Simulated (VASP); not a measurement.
Here is a VASP 6.6.1 calculation.

INCAR

```
SYSTEM = Al2Cu
PREC = Accurate ; ENCUT = 600
EDIFF = 1E-7 ; ISMEAR = 0
SIGMA = 0.1 ; LREAL = .FALSE.
LASPH = .TRUE. ; NELM = 60
ALGO = Fast ; ISIF = 3
LWAVE = .FALSE. ; LCHARG = .FALSE.
GGA = PE ; IBRION = 2
NSW = 90 ; EDIFFG = -0.04
```

The input KPOINTS:

```
Automatic mesh
0
G
  6 6 6
  0 0 0
```

Contents of POSCAR:

```
Al2Cu
1.0
    4.3620451000      0.0000000000      0.0000000000
   -2.1810225500      3.7776418700      0.0000000000
    0.0000000000      0.0000000000      2.6711961800
Al Cu
2 1
Direct
    0.6666666700      0.3333333300      0.6666666700
    0.3333333300      0.6666666700      0.3333333300
    0.0000000000      0.0000000000      0.0000000000
```

Potentials or basis: VASP PAW PBE potentials, release 64 (Al, Cu).

The run is started by

```console
$ cat potpaw_PBE.64/Al/POTCAR potpaw_PBE.64/Cu/POTCAR > POTCAR
$ mpirun -np 1 vasp_std > vasp.out
```

Problem. Estimate the space group after relaxing (to 0.05 Å).

Solution. P-3m1 (No. 164).

Problem. Estimate the relaxed volume.

Solution. 15.27 Å³/atom.

Step by step:
```
step  energy change (eV)  largest force (eV/Å)  pressure (GPa)  volume (Å³)
   1              0.0000                0.5020            2.22        44.02
   2             -0.0450                0.4424            0.09        45.31
   3             -0.0590                0.4201           -3.07        46.70
   4             -0.0984                0.4259           -2.19        46.15
   5             -0.1903                0.2190            1.98        44.48
   6             -0.1897                0.1651            2.74        44.20
   7             -0.1907                0.1940            2.47        44.35
   8             -0.2050                0.0343            1.62        45.28
   9             -0.2048                0.0188            1.14        45.40
  10             -0.2113                0.0241           -0.80        46.19
  11             -0.2115                0.0219           -0.49        46.07
  12             -0.2125                0.0041           -0.05        45.81
```

Caveat: the k points lie up to 0.36 Å⁻¹ apart in the final cell.
